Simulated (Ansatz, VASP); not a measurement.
Two plane-wave programs on BeH

```
CELL_PARAMETERS angstrom
0.00000 1.82894 1.82894
1.82894 0.00000 1.82894
1.82894 1.82894 0.00000
ATOMIC_POSITIONS crystal
Be 0.00000 0.00000 0.00000
H 0.25000 0.25000 0.25000
```

Alike in both runs: functional PBE; k mesh 26 × 26 × 26; occupations gaussian, width 0.1 eV; no spin polarisation.

Ansatz relaxed the structure, and its values are those at the end. VASP's run is a single point on that final structure, the one shown.

|  | VASP | Ansatz |
| --- | --- | --- |
| version | VASP 6.6.1 | Ansatz 0.2.0 |
| potentials or method | VASP PAW PBE potentials, release 64 (Be, H), cutoff 520 eV | scalar-relativistic, plane waves, PAW |
| valence electrons in the cell | 3 | 3 |

```csv
,VASP,Ansatz,Ansatz less VASP
gap on the k mesh at the Fermi level (eV),none,none,-
pressure (GPa),-0.1,0.0,+0.07
```

A gap of «none» marks a metal or a gap that the smearing closes. With one functional, cell and mesh, what is left measures potentials, basis and numerics.
